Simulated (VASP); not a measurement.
Set up this calculation in VASP 6.6.1, as the native input.

```
Task                   : single point
Functional             : PBE
Potentials or basis    : VASP PAW PBE potentials, release 64 (Co)
Cutoff                 : 520 eV
k mesh                 : 14 × 14 × 8
Occupations            : methfessel-paxton, width 0.1 eV
Spin                   : collinear spin, ferromagnetic start
Starting moments       : [1.69, 1.69] μB
Dipole correction      : no
Further INCAR settings : ALGO = Normal; EDIFF = 1e-06; NBANDS = 20
```

The structure of Co lies in POSCAR:

```
Co
1.0
    2.4935221926      0.0000000000      0.0000000000
   -1.2467610963      2.1594535637      0.0000000000
    0.0000000000      0.0000000000      4.0277844638
Co
2
Direct
    0.3333333333      0.6666666667      0.2500000000
    0.6666666667      0.3333333333      0.7500000000
```

These files were run (other wordings do the same):

INCAR

```
ALGO = Normal
EDIFF = 1E-6
ENCUT = 520
GGA = PE
ISIF = 2
ISMEAR = 1
ISPIN = 2
LASPH = T
LCHARG = F
LMAXMIX = 4
LORBIT = 11
LREAL = F
LWAVE = F
MAGMOM = 1.69 1.69
NBANDS = 20
NELM = 150
PREC = Accurate
SIGMA = 0.1
```

KPOINTS

```
k-points
0
Gamma
  14 14 8
```

Potentials or basis: VASP PAW PBE potentials, release 64 (Co).

The run is started by

```sh
$ cat potpaw_PBE.64/Co/POTCAR > POTCAR
$ mpirun -np 1 vasp_std > vasp.out
```

It gave:

```json
{"Pressure": "-1.1 GPa", "Net moment": "3.13 μB per cell", "Site moments": "Co +1.59 μB", "Valence electrons inside the program's atomic spheres": "Co 8.28"}
```

Run time: 43 s on 1 thread of Intel(R) Xeon(R) 6975P-C (Granite Rapids) (shared host), peak memory 0.19 GiB.
